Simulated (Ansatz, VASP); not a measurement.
**One calculation of Cu3N, two programs**

INCAR

```
SYSTEM = Cu3N
PREC     = Accurate       ! precision mode
ENCUT    = 600            ! plane-wave cutoff, eV
EDIFF    = 1E-6           ! SCF threshold, eV
ISMEAR   = 0              ! smearing method
SIGMA    = 0.01           ! smearing width, eV
LREAL    = .FALSE.        ! projectors in reciprocal space
LASPH    = .TRUE.         ! aspherical terms in the spheres
NELM     = 120            ! most SCF steps
ALGO     = Normal         ! electronic algorithm
ISIF     = 2              ! what is computed and relaxed
LWAVE    = .FALSE.        ! write WAVECAR
LCHARG   = .FALSE.        ! write CHGCAR
GGA      = PE             ! functional
NBANDS   = 27             ! bands
GGA_COMPAT= .FALSE.
```

File KPOINTS:

```
regular mesh
0
G
  10 10 10
  0 0 0
```

The input POSCAR:

```
Cu3N
1.0
    3.7887383448      0.0000000000      0.0000000000
    0.0000000000      3.7887383448      0.0000000000
    0.0000000000      0.0000000000      3.7887383448
Cu N
3 1
Direct
    0.5000000000      0.0000000000      0.0000000000
    0.0000000000      0.5000000000      0.0000000000
    0.0000000000      0.0000000000      0.5000000000
    0.0000000000      0.0000000000      0.0000000000
```

Input for Ansatz:

```yaml
crystal:
  lattice:
    - [3.7887383448, 0.0, 0.0]
    - [0.0, 3.7887383448, 0.0]
    - [0.0, 0.0, 3.7887383448]
  atoms:
    - { symbol: Cu, position: [0.5, 0.0, 0.0] }
    - { symbol: Cu, position: [0.0, 0.5, 0.0] }
    - { symbol: Cu, position: [0.0, 0.0, 0.5] }
    - { symbol: "N", position: [0.0, 0.0, 0.0] }
basis:
  ecutwfc: 420
kpoints:
  mp_grid: { grid: [10, 10, 10] }
hamiltonian:
  xc: pbe
scf:
  occupations: { method: gaussian, width: 0.01 }
output:
  forces: true
  stress: true
  eigenvalues: true
```

Change from the starting cell: equal strain along all axes, cell held, atoms relaxed: -1.0 %.

Alike in both runs: task single point; functional PBE; k mesh 10 × 10 × 10; occupations gaussian, width 0.01 eV; no spin polarisation.

|  | VASP | Ansatz |
| --- | --- | --- |
| version | VASP 6.6.1 | Ansatz 0.2.0 |
| potentials or method | VASP PAW PBE potentials, release 64 (Cu, N), cutoff 600 eV | scalar-relativistic, plane waves, PAW |
| valence electrons in the cell | 38 | 62 |

VASP gave:

```
gap on the k mesh at the Fermi level (eV) : 0.15
least direct gap on the mesh (eV)         : 0.69
pressure (GPa)                            : 4.6
```

Estimate Ansatz's values.

gap on the k mesh at the Fermi level (eV): 0.12; least direct gap on the mesh (eV): 0.66; pressure (GPa): 3.8.

VASP's potentials hold 38 valence electrons a cell and Ansatz's 62, so a difference there can come from the potentials and not from the codes.
